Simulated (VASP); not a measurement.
# Sb (Pm-3m) in VASP: a series of runs

Sb is run at these levels: PBE; tasks: single point.

All numbers are computed with VASP 6.6.1; they aren't measurements. Logs are shortened: lines on timing, memory, paths and dates and some standing lists are left out, and cuts for length are marked.

## 1. The cell of the first run

The structure is cubic, space group Pm-3m (No. 221). The conventional cell has a = 3.160 Å, b = 3.160 Å, c = 3.160 Å, α = 90.00°, β = 90.00°, γ = 90.00°. Within 4.2 Å of Sb (site symmetry m-3m) lie 6 Sb at 3.16 Å.

## 2. Single point, PBE

The input, INCAR:

```
SYSTEM = Sb
PREC = Accurate
ENCUT = 500
EDIFF = 1E-6
ISMEAR = 0
SIGMA = 0.018000000000000002
LREAL = .FALSE.
LASPH = .TRUE.
NELM = 120
ALGO = Normal
ISIF = 2
LWAVE = .FALSE.
LCHARG = .TRUE.
GGA = PE
LELF = .TRUE.
LVHAR = .TRUE.
NBANDS = 8
GGA_COMPAT = .FALSE.
```

The input, KPOINTS:

```
regular mesh
0
G
  8 8 8
  0 0 0
```

The input, POSCAR:

```
Sb
1.0
    3.1600000000      0.0000000000      0.0000000000
    0.0000000000      3.1600000000      0.0000000000
    0.0000000000      0.0000000000      3.1600000000
Sb
1
Direct
    0.0000000000      0.0000000000      0.0000000000
```

Potentials or basis: VASP PAW PBE potentials, release 64 (Sb).

Launch:

```
$ cat potpaw_PBE.64/Sb/POTCAR > POTCAR
$ mpirun -np 1 vasp_std > vasp.out
```

OUTCAR:

```text
SYSTEM = Sb
   PREC = Accurate
   ENCUT = 500
   EDIFF = 1E-6
   ISMEAR = 0
   LREAL = .FALSE.
   LASPH = .TRUE.
   NELM = 120
   ISIF = 2
   GGA = PE

 ion  position               nearest neighbor table
   1  0.000  0.000  0.000-

  LATTYP: Found a simple cubic cell.
 ALAT       =     3.1600000000

  Lattice vectors:

 A1 = (   3.1600000000,   0.0000000000,   0.0000000000)
 A2 = (   0.0000000000,   3.1600000000,   0.0000000000)
 A3 = (   0.0000000000,   0.0000000000,   3.1600000000)

Analysis of symmetry for initial positions (statically):
=====================================================================
 Subroutine PRICEL returns:
 Original cell was already a primitive cell.

 Routine SETGRP: Setting up the symmetry group for a
 simple cubic supercell.

 Subroutine GETGRP returns: Found 48 space group operations
 (whereof 48 operations were pure point group operations)
 out of a pool of 48 trial point group operations.

The static configuration has the point symmetry O_h .

Analysis of symmetry for dynamics (positions and initial velocities):
=====================================================================
 Subroutine PRICEL returns:
 Original cell was already a primitive cell.

 Routine SETGRP: Setting up the symmetry group for a
 simple cubic supercell.

 Subroutine GETGRP returns: Found 48 space group operations
 (whereof 48 operations were pure point group operations)
 out of a pool of 48 trial point group operations.

The dynamic configuration has the point symmetry O_h .

 Subroutine INISYM returns: Found 48 space group operations
 (whereof 48 operations are pure point group operations),
 and found     1 'primitive' translations

----------------------------------------------------------------------------------------

                                     Primitive cell

  volume of cell :      31.5545

  direct lattice vectors                    reciprocal lattice vectors
     3.160000000  0.000000000  0.000000000     0.316455696  0.000000000  0.000000000
     0.000000000  3.160000000  0.000000000     0.000000000  0.316455696  0.000000000
     0.000000000  0.000000000  3.160000000     0.000000000  0.000000000  0.316455696

  length of vectors
     3.160000000  3.160000000  3.160000000     0.316455696  0.316455696  0.316455696

  position of ions in fractional coordinates (direct lattice)
     0.000000000  0.000000000  0.000000000

  ion indices of the primitive-cell ions
   primitive index   ion index
                 1           1

----------------------------------------------------------------------------------------

 KPOINTS: regular mesh

Automatic generation of k-mesh.
 Grid dimensions read from file:
 generate k-points for:    8    8    8

 Generating k-lattice:

  Cartesian coordinates                     Fractional coordinates (reciprocal lattice)
     0.039556962  0.000000000  0.000000000     0.125000000  0.000000000  0.000000000
     0.000000000  0.039556962  0.000000000     0.000000000  0.125000000  0.000000000
     0.000000000  0.000000000  0.039556962     0.000000000  0.000000000  0.125000000

  Length of vectors
     0.039556962  0.039556962  0.039556962

  Shift w.r.t. Gamma in fractional coordinates (k-lattice)
     0.000000000  0.000000000  0.000000000

 Subroutine IBZKPT returns following result:
 ===========================================

 Found     35 irreducible k-points:

 Following reciprocal coordinates:
            Coordinates               Weight
  0.000000  0.000000  0.000000      1.000000
  0.125000  0.000000  0.000000      6.000000
  0.250000  0.000000  0.000000      6.000000
  0.375000  0.000000  0.000000      6.000000
  0.500000  0.000000  0.000000      3.000000
  0.125000  0.125000  0.000000     12.000000
[... 16 lines left out ...]
  0.375000  0.375000  0.125000     24.000000
  0.500000  0.375000  0.125000     24.000000
 [... further k-points ...]
   k-points           NKPTS =     35   k-points in BZ     NKDIM =     35   number of bands    NBANDS=      8
   number of dos      NEDOS =    301   number of ions     NIONS =      1
   total plane-waves  NPLWV =  13824
   dimension x,y,z NGX =    24 NGY =   24 NGZ =   24
   dimension x,y,z NGXF=    48 NGYF=   48 NGZF=   48
   ions per type =               1
   NGX,Y,Z   is equivalent  to a cutoff of  12.63, 12.63, 12.63 a.u.
   NGXF,Y,Z  is equivalent  to a cutoff of  25.25, 25.25, 25.25 a.u.
 SYSTEM =  Sb
   PREC   = accura    normal or accurate (medium, high low for compatibility)
   ISTART =      0    job   : 0-new  1-cont  2-samecut
   ICHARG =      2    charge: 1-file 2-atom 10-const
   ISPIN  =      1    spin polarized calculation?
   LNONCOLLINEAR =      F non collinear calculations
   LSORBIT =      F    spin-orbit coupling
   LASPH  =      T    aspherical Exc in radial PAW
   ENCUT  =  500.0 eV  36.75 Ry    6.06 a.u.   5.76  5.76  5.76*2*pi/ulx,y,z
   NELM   =    120;   NELMIN=  2; NELMDL= -5     # of ELM steps
   EDIFF  = 0.1E-05   stopping-criterion for ELM
   LREAL  =      F    real-space projection
   EDIFFG = 0.1E-04   stopping-criterion for IOM
   NSW    =      0    number of steps for IOM
   IBRION =     -1    ionic relax: 0-MD 1-quasi-New 2-CG
   NFREE  =      0    steps in history (QN), initial steepest desc. (CG)
   ISIF   =      2    stress and relaxation
   ISYM   =      2    0-nonsym 1-usesym 2-fastsym
   POTIM  = 0.5000    time-step for ionic-motion
   TEBEG  =    0.0;   TEEND  =   0.0 temperature during run
   PSTRESS=    0.0 pullay stress
   NELECT =       5.0000    total number of electrons
   NUPDOWN=      -1.0000    fix difference up-down
   EMIN   =  10.00;   EMAX   =-10.00  energy-range for DOS
   EFERMI =   0.00;   METHOD = LEGACY
   ISMEAR =     0;   SIGMA  =   0.02  broadening in eV -4-tet -1-fermi 0-gaus
   EFERMI_NEDOS =   21; number of points for ismear=-14 and -15
   IALGO  =     38    algorithm
   IMIX   =      4    mixing-type and parameters
     AMIX     =   0.40;   BMIX     =  1.00
     AMIX_MAG =   1.60;   BMIX_MAG =  1.00
  volume/ion in A,a.u.               =      31.55       212.94
  Fermi-wavevector in a.u.,A,eV,Ry     =   0.885886  1.674081 10.677766  0.784794
  Thomas-Fermi vector in A             =   2.006979
   LORBIT       =      0    0 simple, 1 ext, 2 COOP (PROOUT), +10 PAW based schemes
   GGA     = PE    functional components
   LHFCALC =     F    Hartree Fock is set to
   AEXX    =    0.0000 exact exchange contribution
   IVDW    =     0    specifies the selected vdW correction
   LEPSILON=     F    determine dielectric tensor
   LRPA    =     F    only Hartree local field effects (RPA)
 non-spin polarized calculation
 Gauss-broadening in eV      SIGMA  =   0.02
  energy-cutoff  :      500.00
  volume of cell :       31.55
 maximum number of plane-waves:       840
 NGX is ok and might be reduce to    24
   NGX = 11   NGY = 11   NGZ = 11

 number of electron       5.0000001 magnetization

 Free energy of the ion-electron system (eV)
  ---------------------------------------------------
  ext. energy  EPLUGINS =         0.00000000
  ---------------------------------------------------
  free energy    TOTEN  =        -4.06354150 eV

  energy without entropy =       -4.06259463  energy(sigma->0) =       -4.06306807

 E-fermi :   6.3858     XC(G=0):  -9.3891

 val. band max:        6.3844807687   @ k =   0.3750   0.2500   0.1250
 cond. band min:       6.6204134800   @ k =   0.2500   0.2500   0.2500
 fundamental gap:      0.2359327113
 Fermi energy:         6.3858125352

 k-point     1 :       0.0000    0.0000    0.0000
  band No.  band energies     occupation
      1      -5.5255      2.00000
      2       9.5669      0.00000
      3       9.5669      0.00000
      4       9.5669      0.00000
      5      13.3114      0.00000
      6      13.3114      0.00000
      7      14.3652      0.00000
      8      23.7582      0.00000

 k-point     2 :       0.1250    0.0000    0.0000
  band No.  band energies     occupation
      1      -5.3134      2.00000
      2       7.4870      0.00000
      3       9.7711      0.00000
      4       9.7711      0.00000
      5      13.4855      0.00000
      6      14.1041      0.00000
      7      16.1471      0.00000
      8      22.1886      0.00000

 k-point     3 :       0.2500    0.0000    0.0000
  band No.  band energies     occupation
      1      -4.7034      2.00000
      2       4.6076      2.00000
      3      10.3295      0.00000
      4      10.3295      0.00000
      5      13.9944      0.00000
      6      14.7488      0.00000
      7      19.5965      0.00000
      8      20.0971      0.00000

 k-point     4 :       0.3750    0.0000    0.0000
  band No.  band energies     occupation
      1      -3.8388      2.00000
      2       2.2775      2.00000
      3      11.0312      0.00000
      4      11.0312      0.00000
      5      14.7569      0.00000
      6      15.7437      0.00000
      7      18.4132      0.00000
      8      18.4132      0.00000

 k-point     5 :       0.5000    0.0000    0.0000
  band No.  band energies     occupation
      1      -3.3069      2.00000
      2       1.2456      2.00000
      3      11.3943      0.00000
      4      11.3943      0.00000
      5      15.2884      0.00000
      6      16.8885      0.00000
      7      17.5430      0.00000
      8      17.7151      0.00000
[... 177 lines left out ...]
 k-point    22 :       0.5000    0.2500    0.1250
  band No.  band energies     occupation
      1      -2.2493      2.00000
      2       2.2108      2.00000
      3       6.8182      0.00000
      4      10.3059      0.00000
      5      11.8734      0.00000
      6      15.2459      0.00000
      7      18.5949      0.00000
      8      19.6384      0.00000

 k-point    23 :       0.3750    0.3750    0.1250
  band No.  band energies     occupation
      1      -1.9011      2.00000
      2       3.8794      2.00000
      3       4.1568      2.00000
      4      10.5218      0.00000
      5      10.8265      0.00000
      6      16.6461      0.00000
      7      16.9996      0.00000
      8      19.4910      0.00000

 k-point    24 :       0.5000    0.3750    0.1250
  band No.  band energies     occupation
      1      -1.3386      2.00000
      2       2.9472      2.00000
      3       4.4427      2.00000
      4       9.8677      0.00000
      5      11.0566      0.00000
      6      16.0531      0.00000
      7      17.3341      0.00000
      8      20.0486      0.00000

 [... further k-points ...]
[... 5 lines left out ...]
  --------------------------------------------------------------------------------------
  -------------------------------------------------------------------------------------
  Total       -0.4517019     -0.4517019     -0.4517019     -0.0000000     -0.0000000      0.0000000
  in kB      -22.9351325    -22.9351325    -22.9351325     -0.0000000     -0.0000000      0.0000000
  external PRESSURE =     -22.9351325 kB  Pullay stress =       0.0000000 kB

 VOLUME and BASIS-vectors are now :
 -----------------------------------------------------------------------------
  energy-cutoff  :      500.00
  volume of cell :       31.55
      direct lattice vectors                 reciprocal lattice vectors
     3.160000000  0.000000000  0.000000000     0.316455696  0.000000000  0.000000000
     0.000000000  3.160000000  0.000000000     0.000000000  0.316455696  0.000000000
     0.000000000  0.000000000  3.160000000     0.000000000  0.000000000  0.316455696

 POSITION                                       TOTAL-FORCE (eV/Angst)
 -----------------------------------------------------------------------------------
      0.00000      0.00000      0.00000         0.000000      0.000000      0.000000
 -----------------------------------------------------------------------------------
    total drift:                               -0.000000      0.000000      0.000000

  FREE ENERGIE OF THE ION-ELECTRON SYSTEM (eV)
  ---------------------------------------------------
  free  energy   TOTEN  =        -4.0635415036 eV

  energy  without entropy=       -4.0625946311  energy(sigma->0) =       -4.06306807
```

Run time: 11 s. Hardware: 1 thread of Intel Xeon 8259CL, shared host; peak memory 0.14 GiB.

What came out:

* Free energy: -4.0635 eV
* Pressure: -2.3 GPa

Caveat: spin-orbit coupling is left out, which moves the levels of the heavy elements.

## 3. Single point, PBE

The input, INCAR:

```
SYSTEM = Sb
  ALGO = Normal
  EDIFF = 1E-6
  ENCUT = 500
  GGA = PE
  GGA_COMPAT = .False.
  ISIF = 2
  ISMEAR = 0
  LASPH = .True.
  LCHARG = .True.
  LELF = .True.
  LREAL = .False.
  LVHAR = .True.
  LWAVE = .False.
  NBANDS = 8
  NELM = 120
  PREC = Accurate
  SIGMA = 0.019000000000000003
```

The input, KPOINTS:

```
k-points
0
Gamma
  8 8 8
  0 0 0
```

POSCAR is that of step 2.

Potentials or basis: VASP PAW PBE potentials, release 64 (Sb).

Launch:

```
$ cat potpaw_PBE.64/Sb/POTCAR > POTCAR
$ mpirun -np 1 vasp_std > vasp.out
```

It took 12 s on 1 thread of Intel Xeon 8259CL, shared host; peak memory 0.14 GiB.

Results (log left out):

| Property | Result |
| --- | --- |
| Free energy | -4.0636 eV |
| Pressure | -2.3 GPa |

Levels at points of the mesh, in eV from the Fermi level:
```csv
k point,band 1,band 2,band 3,band 4,band 5,band 6,band 7,band 8
"(0.00, 0.00, 0.00)",-11.91,3.18,3.18,3.18,6.93,6.93,7.98,17.37
"(0.50, 0.00, 0.00)",-9.69,-5.14,5.01,5.01,8.90,10.50,11.16,11.33
"(0.50, 0.50, 0.00)",-7.36,-3.23,-3.23,2.44,6.84,12.45,13.15,13.15
"(0.50, 0.50, 0.50)",-4.79,-1.45,-1.45,-1.45,4.97,4.97,4.97,7.13
```

Caveat: spin-orbit coupling is left out, which moves the levels of the heavy elements.

[end of part 1 of 2]
